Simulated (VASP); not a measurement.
Here is a VASP 6.6.1 calculation.

INCAR

```
PREC = Accurate ; ENCUT = 520
EDIFF = 1E-6 ; ISMEAR = 0
SIGMA = 0.05 ; LREAL = F
LASPH = T ; NELM = 60
ALGO = Normal ; ISIF = 2
LWAVE = F ; LCHARG = F
GGA = PS ; NBANDS = 28
```

Contents of KPOINTS:

```
regular mesh
0
Gamma
  8 6 6
```

POSCAR

```
SnO
1.0
    3.1033796250      0.0000000000      0.0000000000
    0.0000000000      5.6741040000      0.0000000000
    0.0000000000      0.0000000000      4.2219700000
Sn O
2 2
Direct
    0.0000000000      0.2319090000      0.5131440000
    0.5000000000      0.7680910000      0.0131440000
    0.0000000000      0.8912500000      0.7368570000
    0.5000000000      0.1087500000      0.2368570000
```

Potentials or basis: VASP PAW PBE potentials, release 64 (Sn_d, O).

Command:

```console
$ cat potpaw_PBE.64/Sn_d/POTCAR potpaw_PBE.64/O/POTCAR > POTCAR
$ mpirun -np 1 vasp_std > vasp.out
```

Q: What does it give for the pressure?

A: 5.3 GPa.

Q: Estimate the band gap on the k mesh.

A: 1.40 eV (least direct gap 1.83 eV).

Stress tensor (GPa, compression positive):
```
11.38  0.00  0.00
 0.00  1.05  0.00
 0.00  0.00  3.38
```

Caveat: the cell differs from its parent crystal (strain -0.0750 x Voigt [1, 0, 0, 0, 0, 0]); the stress differs along the axes, from 1 to 11 GPa; the PAW data sets were made with another functional, which shifts forces and pressure a little; spin-orbit coupling is left out, which moves the levels of the heavy elements. A k mesh can miss the band edges.
